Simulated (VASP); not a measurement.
CrO2:

```xyz
3
Lattice="2.8314 0.0000 0.0000 -1.4157 2.4521 0.0000 0.0000 0.0000 4.5444" Properties=species:S:1:pos:R:3 pbc="T T T"
Cr    0.0000    0.0000    0.0000
O     0.0000    1.6347    1.1172
O     1.4157    0.8174    3.4272
```

| Quantity | Value |
| --- | --- |
| Program | VASP 6.6.1 |
| Task | relaxation of cell and atoms |
| Functional | PBE |
| Potentials or basis | VASP PAW PBE potentials, release 64 (Cr_pv, O) |
| Cutoff | 600 eV |
| k mesh | 12 × 12 × 4 |
| Occupations | gaussian, width 0.1 eV |
| Spin | collinear spin, ferromagnetic start |
| Starting moments | [1.94, 0.0, 0.0] μB |

At the start: pressure -11.1 GPa; volume 10.52 Å³/atom.

**Question.** Where does the relaxation end?

**Answer.** Over 14 steps the energy falls by 138.9 meV/atom and the volume is 12.18 Å³/atom (+15.8 %); space group P-3m1 (No. 164, to 0.1 Å) before and after; moment 2.00 μB per cell.

Step by step:
| step | energy change (eV) | largest force (eV/Å) | pressure (GPa) | volume (Å³) |
| --- | --- | --- | --- | --- |
| 1 | 0.0000 | 2.4271 | -11.08 | 31.55 |
| 2 | -0.0823 | 1.4991 | 30.18 | 28.32 |
| 3 | -0.2618 | 0.5117 | 8.13 | 29.72 |
| 4 | -0.3593 | 0.3700 | 0.53 | 31.26 |
| 5 | -0.3623 | 0.3380 | -0.98 | 31.59 |
| 6 | -0.3705 | 0.0702 | 2.32 | 31.61 |
| 7 | -0.3705 | 0.0486 | 2.16 | 31.61 |
| 8 | -0.3804 | 0.0460 | 1.31 | 32.11 |
| 9 | -0.3971 | 0.0432 | -0.65 | 33.64 |
| 10 | -0.3960 | 0.0793 | -2.86 | 36.76 |
| 11 | -0.4002 | 0.0871 | -1.91 | 35.43 |
| 12 | -0.4098 | 0.1740 | -0.01 | 35.65 |
| 13 | -0.4123 | 0.2585 | 1.75 | 35.84 |
| 14 | -0.4168 | 0.0334 | 0.00 | 36.54 |

Final structure:
```
Cr O
1.0
     2.89516    0.00000    0.00000
    -1.44758    2.50728    0.00000
     0.00000    0.00000    5.03370
Cr O
1 2
Direct
  0.00000 0.00000 0.00000
  0.33333 0.66667 0.18916
  0.66667 0.33333 0.81084
```

Caveat: the volume moved by over 15 % at a fixed basis, so the end points are rough; a cell with one magnetic atom can't hold antiferromagnetic order, which such compounds often take; the relaxation stopped at a loose force limit of 0.05 eV/Å, so its end isn't a converged minimum.
